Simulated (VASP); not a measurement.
# Al (P6_3/mmc) in VASP: a series of runs, part 2 of 2

VASP 6.6.1. Earlier steps stand in the parts before.

**3. Single point, PBEsol+D3(BJ)**

INCAR reads:

```
  PREC = Accurate
  ENCUT = 520
  EDIFF = 1E-7
  ISMEAR = 1
  SIGMA = 0.1
  LREAL = F
  LASPH = T
  NELM = 60
  ALGO = Normal
  ISIF = 2
  LWAVE = F
  LCHARG = T
  GGA = PS
  IVDW = 12
  LELF = T
  LVHAR = T
  NBANDS = 10
```

KPOINTS reads:

```
Automatic mesh
0
Gamma
  13 13 7
```

POSCAR reads:

```
Al
1.0
    2.8109231393      0.0000002885      0.0000000000
   -1.4054618195      2.4343307025      0.0000000000
    0.0000000000      0.0000000000      4.5714346220
Al
2
Direct
    0.6666666667      0.3333333333      0.7500000000
    0.3333333333      0.6666666667      0.2500000000
```

Potentials or basis: VASP PAW PBE potentials, release 64 (Al).

The run is started by

```console
$ cat potpaw_PBE.64/Al/POTCAR > POTCAR
$ mpirun -np 1 vasp_std > vasp.out
```

OUTCAR:

```text
PREC = Accurate
   ENCUT = 520
   EDIFF = 1E-7
   ISMEAR = 1
   LREAL = F
   LASPH = T
   NELM = 60
   ISIF = 2
   GGA = PS
   IVDW = 12
 IVDW          = 12

 ion  position               nearest neighbor table
   1  0.667  0.333  0.750-   2 2.80   2 2.80   2 2.80   2 2.80   2 2.80   2 2.80
   2  0.333  0.667  0.250-   1 2.80   1 2.80   1 2.80   1 2.80   1 2.80   1 2.80

  LATTYP: Found a hexagonal cell.
 ALAT       =     2.8109231393
 C/A-ratio  =     1.6263107867

  Lattice vectors:

 A1 = (   2.8109231393,   0.0000002885,   0.0000000000)
 A2 = (  -1.4054618195,   2.4343307025,   0.0000000000)
 A3 = (   0.0000000000,   0.0000000000,   4.5714346220)

Analysis of symmetry for initial positions (statically):
=====================================================================
 Subroutine PRICEL returns:
 Original cell was already a primitive cell.

 Routine SETGRP: Setting up the symmetry group for a
 hexagonal supercell.

 Subroutine GETGRP returns: Found 24 space group operations
 (whereof 12 operations were pure point group operations)
 out of a pool of 24 trial point group operations.

The static configuration has the point symmetry D_3d.
[... 174 lines left out ...]
      2       3.7340      2.00000
      3       4.1165      2.00000
      4      19.4520      0.00000
      5      19.4520      0.00000
      6      19.7253      0.00000
      7      19.7253      0.00000
      8      20.9230      0.00000
      9      23.0034      0.00000
     10      23.6497      0.00000
[... 287 lines left out ...]
 k-point    24 :       0.1538    0.0000    0.1429
  band No.  band energies     occupation
      1      -2.2555      2.00000
      2       2.6790      2.00000
      3       6.5342      2.00000
      4      14.1740      0.00000
      5      16.9495      0.00000
      6      17.9364      0.00000
      7      18.8953      0.00000
      8      20.6217      0.00000
      9      21.1946      0.00000
     10      22.0386      0.00000

 [... further k-points ...]

------------------------ aborting loop because EDIFF is reached ----------------------------------------

 Edisp (eV)   -0.67052

 E8    (eV) :    -0.4516

  FORCE on cell =-STRESS in cart. coord.  units (eV):
  Direction    XX          YY          ZZ          XY          YZ          ZX
  --------------------------------------------------------------------------------------
  -------------------------------------------------------------------------------------
  Total       0.02213     0.02213     0.01079    -0.00000    -0.00000     0.00000
  in kB       1.13368     1.13368     0.55275    -0.00000    -0.00000     0.00000
  external pressure =        0.94 kB  Pullay stress =        0.00 kB

 VOLUME and BASIS-vectors are now :
 -----------------------------------------------------------------------------
  energy-cutoff  :      520.00
  volume of cell :       31.28
      direct lattice vectors                 reciprocal lattice vectors
     2.810923139  0.000000289  0.000000000     0.355754993  0.205395289  0.000000000
    -1.405461819  2.434330703  0.000000000    -0.000000042  0.410790506  0.000000000
     0.000000000  0.000000000  4.571434622     0.000000000  0.000000000  0.218749710

 POSITION                                       TOTAL-FORCE (eV/Angst)
 -----------------------------------------------------------------------------------
      1.40546      0.81144      3.42858         0.000000      0.000000      0.000000
     -0.00000      1.62289      1.14286        -0.000000     -0.000000      0.000000
 -----------------------------------------------------------------------------------
    total drift:                               -0.000000      0.000000     -0.000000

  FREE ENERGIE OF THE ION-ELECTRON SYSTEM (eV)
  ---------------------------------------------------
  free  energy   TOTEN  =        -8.7802321074 eV

  energy  without entropy=       -8.7800270803  energy(sigma->0) =       -8.78016377
```

stdout:

```text
POSCAR found type information on POSCAR Al
 POSCAR found :  1 types and       2 ions
 scaLAPACK will be used
 -----------------------------------------------------------------------------
|                                                                             |
|                                                                             |
|     You enforced a specific xc type in the INCAR file but a different       |
|     I HOPE YOU KNOW WHAT YOU ARE DOING!                                     |
|                                                                             |
 -----------------------------------------------------------------------------

 LDA part: xc-table for (Slater+PW92), standard interpolation
 POSCAR, INCAR and KPOINTS ok, starting setup
 FFT: planning ... GRIDC
 FFT: planning ... GRID_SOFT
 FFT: planning ... GRID
 WAVECAR not read
 entering main loop
```

Wall time 13 s (1 thread of Intel Xeon Platinum 8259CL at 2.50GHz (Skylake/Cascade Lake), shared host); peak memory 0.16 GiB.

What came out:

| Quantity | Value |
| --- | --- |
| Free energy | -8.7802 eV |
| Pressure | 0.1 GPa |
| Band gap on the k mesh | zero (band 3 reaches 11.92 eV, above the bottom of band 4 at 5.63 eV) |
| Dispersion energy per atom | -0.335 eV |

Caveat: the PAW data sets were made with another functional, which shifts forces and pressure a little; pairwise dispersion overbinds metals, which lowers pressure and volume.
